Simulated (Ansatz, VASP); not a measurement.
Two plane-wave programs on TiClF

INCAR

```
  PREC = Accurate
  ENCUT = 600
  EDIFF = 1E-7
  ISMEAR = 0
  SIGMA = 0.1
  LREAL = F
  LASPH = T
  NELM = 150
  ALGO = Normal
  ISIF = 3
  LWAVE = F
  LCHARG = F
  ISPIN = 2
  MAGMOM = 1 0 0
  LORBIT = 11
  LMAXMIX = 4
  GGA = PE
  IBRION = 2
  NSW = 90
  EDIFFG = -0.04
```

Contents of KPOINTS:

```
Automatic mesh
0
Gamma
  6 6 4
```

File POSCAR:

```
TiClF
1.0
    2.0498855000     -3.0257120300      0.0000000000
    2.0498855000      3.0257120300      0.0000000000
    0.0000000000      0.0000000000      4.3932811100
Ti Cl F
1 1 1
Direct
    0.5000000000      0.5000000000      0.0000000000
    0.5000000000      0.5000000000      0.5000000000
    0.0000000000      0.0000000000      0.0000000000
```

Input for Ansatz:

```yaml
crystal:
  lattice:
    - [2.0498855, -3.02571203, 0.0]
    - [2.0498855, 3.02571203, 0.0]
    - [0.0, 0.0, 4.39328111]
  atoms:
    - { symbol: Ti, position: [0.5, 0.5, 0.0], spin: 1.0 }
    - { symbol: Cl, position: [0.5, 0.5, 0.5] }
    - { symbol: F, position: [0.0, 0.0, 0.0] }
basis:
  ecutwfc: 420
kpoints:
  mp_grid: { grid: [6, 6, 4] }
hamiltonian:
  xc: pbe
scf:
  occupations: { method: gaussian, width: 0.1 }
  lower_state_search: "off"
output:
  forces: true
  stress: true
  eigenvalues: true
  populations: true
magnetization:
  spin_polarized: true
relax:
  adjacent_minimum: "off"
  f_tol: 0.04
  max_steps: 70
  cell: { stress_tol: 0.4 }
```

Alike in both runs: task relaxation of cell and atoms; functional PBE; k mesh 6 × 6 × 4; occupations gaussian, width 0.1 eV; collinear spin.

```csv
,VASP,Ansatz
version,VASP 6.6.1,Ansatz 0.2.0
potentials or method,"VASP PAW PBE potentials, release 64 (Ti_sv, Cl, F), cutoff 600 eV","scalar-relativistic, plane waves, PAW"
valence electrons in the cell,26,26
```

VASP gave:

```
gap on the k mesh at the Fermi level, each at its own relaxed structure (eV) : none
net moment per atom (μB)                                                     : 0.66
size of the moment on the site where the two differ most (μB)                : 1.51
relaxed volume (Å³/atom)                                                     : 21.57
relaxed length of the cell vector where the two differ most in proportion (Å)              : 3.939
```

Question: Estimate Ansatz's values.

Answer: gap on the k mesh at the Fermi level, each at its own relaxed structure (eV): none; net moment per atom (μB): 0.66; size of the moment on the site where the two differ most (μB): 1.12; relaxed volume (Å³/atom): 21.72; relaxed length of the cell vector where the two differ most in proportion (Å): 3.966.

Site moments also hang on the region over which each program counts them. A gap of «none» marks a metal or a gap that the smearing closes.

Noted on VASP's run: the volume moved by over 15 % at a fixed basis, so the end points are rough.
